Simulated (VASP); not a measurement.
# CoSn (P6mm) in VASP: further runs

CoSn is run at these levels: PBEsol; tasks: single point.

Program: VASP 6.6.1. These are calculated values, not measurements. Logs are shortened: lines on timing, memory, paths and dates and some standing lists are left out, and cuts for length are marked.

## Step 1: The cell of the first run

The structure is hexagonal, space group P6mm (No. 183). Conventional cell: a = 5.220 Å, b = 5.220 Å, c = 4.168 Å, α = 90.00°, β = 90.00°, γ = 120.00°. Within 3.4 Å of Co (site symmetry 2mm) lie 6 Sn at 2.57 to 2.61 Å and 4 Co at 2.61 Å. Sn (site symmetry 3m) has 6 Co at 2.57 Å and 3 Sn at 3.01 Å within 3.4 Å. Sn (site symmetry 6mm) has 6 Co at 2.61 Å within 3.4 Å.

## Step 2: Single point, PBEsol (atoms displaced along a vibrational mode)

Input file INCAR:

```
ALGO = Fast
EDIFF = 1E-6
ENCUT = 520
GGA = PS
ISIF = 2
ISMEAR = 0
LASPH = T
LCHARG = F
LREAL = F
LWAVE = F
NBANDS = 44
NELM = 80
PREC = Accurate
SIGMA = 0.15
```

Input file KPOINTS:

```
k-points
0
Gamma
  12 12 12
```

Input file POSCAR:

```
CoSn
1.0
    5.2197158240      0.0000000000      0.0000000000
   -2.6098579120      4.5204065041      0.0000000000
    0.0000000000      0.0000000000      4.1684718855
Co Sn
3 3
Direct
    0.0000000000      0.5000000000      0.0041421778
    0.5000000000      0.5000000000      0.0041421778
    0.5000000000      0.0000000000      0.0041421778
    0.6666666667      0.3333333333      0.5041123258
    0.3333333333      0.6666666667      0.5041123258
    0.0000000000      0.0000000000     -0.0143937639
```

Potentials or basis: VASP PAW PBE potentials, release 64 (Co, Sn_d).

On the command line:

```sh
> cat potpaw_PBE.64/Co/POTCAR potpaw_PBE.64/Sn_d/POTCAR > POTCAR
> mpirun -np 1 vasp_std > vasp.out
```

OUTCAR:

```text
EDIFF = 1E-6
   ENCUT = 520
   GGA = PS
   ISIF = 2
   ISMEAR = 0
   LASPH = T
   LREAL = F
   NELM = 80
   PREC = Accurate

 ion  position               nearest neighbor table
   1  0.000  0.500  0.004-   4 2.57   5 2.57   4 2.57   5 2.57   3 2.61   3 2.61   2 2.61   2 2.61
                             6 2.61   6 2.61
   2  0.500  0.500  0.004-   4 2.57   5 2.57   4 2.57   5 2.57   3 2.61   3 2.61   1 2.61   1 2.61
                             6 2.61   6 2.61
   3  0.500  0.000  0.004-   4 2.57   5 2.57   4 2.57   5 2.57   1 2.61   2 2.61   2 2.61   1 2.61
                             6 2.61   6 2.61
   4  0.667  0.333  0.504-   3 2.57   1 2.57   2 2.57   3 2.57   1 2.57   2 2.57   5 3.01   5 3.01
                             5 3.01   6 3.62   6 3.62   6 3.62   6 3.71   6 3.71   6 3.71
   5  0.333  0.667  0.504-   3 2.57   1 2.57   2 2.57   3 2.57   1 2.57   2 2.57   4 3.01   4 3.01
                             4 3.01   6 3.62   6 3.62   6 3.62   6 3.71   6 3.71   6 3.71
   6  0.000  0.000  0.986-   1 2.61   2 2.61   1 2.61   2 2.61   3 2.61   3 2.61   5 3.62   4 3.62
                             5 3.62   4 3.62   5 3.62   4 3.62   4 3.71   5 3.71   4 3.71   5 3.71

  LATTYP: Found a hexagonal cell.
 ALAT       =     5.2197158240
 C/A-ratio  =     0.7986013082

  Lattice vectors:

 A1 = (   5.2197158240,   0.0000000000,   0.0000000000)
 A2 = (  -2.6098579120,   4.5204065041,   0.0000000000)
 A3 = (   0.0000000000,   0.0000000000,   4.1684718855)

Analysis of symmetry for initial positions (statically):
=====================================================================
 Subroutine PRICEL returns:
 Original cell was already a primitive cell.

 Routine SETGRP: Setting up the symmetry group for a
 hexagonal supercell.

 Subroutine GETGRP returns: Found 12 space group operations
 (whereof 12 operations were pure point group operations)
 out of a pool of 24 trial point group operations.

The static configuration has the point symmetry C_6v.

Analysis of symmetry for dynamics (positions and initial velocities):
=====================================================================
 Subroutine PRICEL returns:
 Original cell was already a primitive cell.

 Routine SETGRP: Setting up the symmetry group for a
 hexagonal supercell.

 Subroutine GETGRP returns: Found 12 space group operations
 (whereof 12 operations were pure point group operations)
 out of a pool of 24 trial point group operations.

The dynamic configuration has the point symmetry C_6v.

 Subroutine INISYM returns: Found 12 space group operations
 (whereof 12 operations are pure point group operations),
 and found     1 'primitive' translations

----------------------------------------------------------------------------------------
[... 111 lines left out ...]
   PSTRESS=    0.0 pullay stress
   NELECT =      69.0000    total number of electrons
   NUPDOWN=      -1.0000    fix difference up-down
   EMIN   =  10.00;   EMAX   =-10.00  energy-range for DOS
   EFERMI =   0.00;   METHOD = LEGACY
   ISMEAR =     0;   SIGMA  =   0.15  broadening in eV -4-tet -1-fermi 0-gaus
   EFERMI_NEDOS =   21; number of points for ismear=-14 and -15
   IALGO  =     68    algorithm
   IMIX   =      4    mixing-type and parameters
     AMIX     =   0.40;   BMIX     =  1.00
     AMIX_MAG =   1.60;   BMIX_MAG =  1.00
  volume/ion in A,a.u.               =      16.39       110.62
  Fermi-wavevector in a.u.,A,eV,Ry     =   1.454646  2.748883 28.789877  2.115996
  Thomas-Fermi vector in A             =   2.571773
   LORBIT       =      0    0 simple, 1 ext, 2 COOP (PROOUT), +10 PAW based schemes
   GGA     = PS    functional components
   LHFCALC =     F    Hartree Fock is set to
   AEXX    =    0.0000 exact exchange contribution
   IVDW    =     0    specifies the selected vdW correction
   LEPSILON=     F    determine dielectric tensor
   LRPA    =     F    only Hartree local field effects (RPA)
 non-spin polarized calculation
 RMM-DIIS sequential band-by-band and
 Gauss-broadening in eV      SIGMA  =   0.15
  energy-cutoff  :      520.00
  volume of cell :       98.36
 maximum number of plane-waves:      2674
 NGX is ok and might be reduce to    40
   NGX = 19   NGY = 19   NGZ = 15

 number of electron      68.9999998 magnetization

 Free energy of the ion-electron system (eV)
  ---------------------------------------------------
  ext. energy  EPLUGINS =         0.00000000
  ---------------------------------------------------
  free energy    TOTEN  =       -36.96913859 eV

  energy without entropy =      -36.92950120  energy(sigma->0) =      -36.94931989

 E-fermi :  10.2048     XC(G=0): -12.0963

 val. band max:       10.2041609155   @ k =   0.0833   0.0833   0.3333
 cond. band min:      10.2063587934   @ k =   0.2500   0.1667   0.3333
 fundamental gap:      0.0021978779
 Fermi energy:        10.2048034803

 k-point     1 :       0.0000    0.0000    0.0000
  band No.  band energies     occupation
      1     -11.1954      2.00000
      2     -11.0897      2.00000
      3     -11.0897      2.00000
      4     -11.0826      2.00000
      5     -11.0826      2.00000
      6     -11.0003      2.00000
[... 1117 lines left out ...]
     43      14.8339      0.00000
     44      16.3508      0.00000

 [... further k-points ...]

------------------------ aborting loop because EDIFF is reached ----------------------------------------

  FORCE on cell =-STRESS in cart. coord.  units (eV):
  Direction    XX          YY          ZZ          XY          YZ          ZX
  --------------------------------------------------------------------------------------
  -------------------------------------------------------------------------------------
  Total       -0.0350631     -0.0350631      0.0551872      0.0000000      0.0000000      0.0000000
  in kB       -0.5711618     -0.5711618      0.8989755      0.0000000      0.0000000      0.0000000
  external PRESSURE =      -0.0811160 kB  Pullay stress =       0.0000000 kB

 VOLUME and BASIS-vectors are now :
 -----------------------------------------------------------------------------
  energy-cutoff  :      520.00
  volume of cell :       98.36
      direct lattice vectors                 reciprocal lattice vectors
     5.219715824  0.000000000  0.000000000     0.191581311  0.110609521  0.000000000
    -2.609857912  4.520406504  0.000000000     0.000000000  0.221219043  0.000000000
     0.000000000  0.000000000  4.168471885     0.000000000  0.000000000  0.239896064

 POSITION                                       TOTAL-FORCE (eV/Angst)
 -----------------------------------------------------------------------------------
     -1.30493      2.26020      0.01727        -0.000000      0.000000     -0.042593
      1.30493      2.26020      0.01727         0.000000      0.000000     -0.042593
      2.60986      0.00000      0.01727         0.000000     -0.000000     -0.042593
      2.60986      1.50680      2.10138         0.000000      0.000000     -0.087008
     -0.00000      3.01360      2.10138        -0.000000      0.000000     -0.087008
      0.00000      0.00000      4.10847        -0.000000      0.000000      0.301793
 -----------------------------------------------------------------------------------
    total drift:                                0.000000      0.000001      0.000714

  FREE ENERGIE OF THE ION-ELECTRON SYSTEM (eV)
  ---------------------------------------------------
  free  energy   TOTEN  =       -36.9691385890 eV

  energy  without entropy=      -36.9295012001  energy(sigma->0) =      -36.94931989
```

stdout:

```text
POSCAR found type information on POSCAR CoSn
 POSCAR found :  2 types and       6 ions
 scaLAPACK will be used
 -----------------------------------------------------------------------------
|                                                                             |
|                                                                             |
|     You enforced a specific xc type in the INCAR file but a different       |
|     I HOPE YOU KNOW WHAT YOU ARE DOING!                                     |
|                                                                             |
 -----------------------------------------------------------------------------

 LDA part: xc-table for (Slater+PW92), standard interpolation
 POSCAR, INCAR and KPOINTS ok, starting setup
 FFT: planning ... GRIDC
 FFT: planning ... GRID_SOFT
 FFT: planning ... GRID
 WAVECAR not read
 entering main loop
WARNING in EDDRMM: call to ZHEGV failed, returncode =   8  4     42
WARNING in EDDRMM: call to ZHEGV failed, returncode =   8  4     41
WARNING in EDDRMM: call to ZHEGV failed, returncode =   8  4     43
WARNING in EDDRMM: call to ZHEGV failed, returncode =   6  3     40
WARNING in EDDRMM: call to ZHEGV failed, returncode =   6  3     42
```

It took 5 min on 1 thread of AMD EPYC 9R45 (Zen 5), shared host; peak memory 0.51 GiB.

What came out:

* Free energy: -36.9691 eV
* Pressure: 0.0 GPa
* Largest force: 0.302 eV/Å
* Band gap on the k mesh: zero (an odd number of electrons rules out a gap without spin polarisation)

Forces in eV/Å, atoms in the order of the input:
```
Co   0.000  0.000 -0.043
Co   0.000  0.000 -0.043
Co   0.000  0.000 -0.043
Sn   0.000  0.000 -0.087
Sn   0.000  0.000 -0.087
Sn   0.000  0.000  0.302
```

Stress tensor (GPa, compression positive):
```
-0.06  0.00  0.00
 0.00 -0.06  0.00
 0.00  0.00  0.09
```

Caveat: the cell differs from its parent crystal (atoms displaced along a vibrational mode); the PAW data sets were made with another functional, which shifts forces and pressure a little; spin-orbit coupling is left out, which moves the levels of the heavy elements; the run has no spin polarisation, though such a crystal can be magnetic. Spin polarisation is off, so any magnetic state and its effect on volume and gap are missing.

## Step 3: Single point, PBEsol (atoms displaced along a vibrational mode)

Input file INCAR:

```
PREC = Accurate
ENCUT = 520
EDIFF = 1E-6
ISMEAR = 0
SIGMA = 0.15
LREAL = F
LASPH = T
NELM = 100
ALGO = Fast
ISIF = 2
LWAVE = F
LCHARG = F
GGA = PS
NBANDS = 44
```

Input file KPOINTS:

```
regular mesh
0
Gamma
  12 12 12
```

Input file POSCAR:

```
CoSn
1.0
    5.2197158240      0.0000000000      0.0000000000
   -2.6098579120      4.5204065041      0.0000000000
    0.0000000000      0.0000000000      4.1684718855
Co Sn
3 3
Direct
    0.0000000000      0.5000000000     -0.0020710889
    0.5000000000      0.5000000000     -0.0020710889
    0.5000000000      0.0000000000     -0.0020710889
    0.6666666667      0.3333333333      0.4979438371
    0.3333333333      0.6666666667      0.4979438371
    0.0000000000      0.0000000000      0.0071968819
```

Potentials or basis: VASP PAW PBE potentials, release 64 (Co, Sn_d).

On the command line:

```sh
> cat potpaw_PBE.64/Co/POTCAR potpaw_PBE.64/Sn_d/POTCAR > POTCAR
> mpirun -np 1 vasp_std > vasp.out
```

Wall time 4.8 min (1 thread of AMD EPYC 9R45 (Zen 5), shared host); peak memory 0.51 GiB.

Results (log left out):

```
Free energy            : -36.9779 eV
Pressure               : 0.0 GPa
Largest force          : 0.151 eV/Å
Band gap on the k mesh : zero (an odd number of electrons rules out a gap without spin polarisation)
```

Forces in eV/Å, atoms in the order of the input:
```
Co   0.000  0.000  0.021
Co   0.000  0.000  0.021
Co   0.000  0.000  0.021
Sn   0.000  0.000  0.044
Sn   0.000  0.000  0.044
Sn   0.000  0.000 -0.151
```

Stress tensor (GPa, compression positive):
```
-0.06  0.00  0.00
 0.00 -0.06  0.00
 0.00  0.00  0.12
```

Levels at points of the mesh, in eV from the Fermi level:
```
           k point  band 30  band 31  band 32  band 33  band 34  band 35  band 36  band 37  band 38  band 39
(0.00, 0.00, 0.00)    -0.48    -0.47    -0.47    -0.43    -0.43     0.50     0.66     1.41     1.41     2.96
(0.50, 0.00, 0.00)    -0.99    -0.68    -0.46    -0.44     0.72     1.03     1.75     1.85     2.65     3.42
(0.00, 0.00, 0.50)    -0.99    -0.99    -0.54    -0.52    -0.52    -0.42    -0.42    -0.20     0.50     1.39
(0.50, 0.00, 0.50)    -1.28    -1.01    -0.73    -0.53    -0.46    -0.44    -0.14     0.42     1.29     4.11
```

Caveat: the cell differs from its parent crystal (atoms displaced along a vibrational mode); the PAW data sets were made with another functional, which shifts forces and pressure a little; spin-orbit coupling is left out, which moves the levels of the heavy elements; the run has no spin polarisation, though such a crystal can be magnetic.
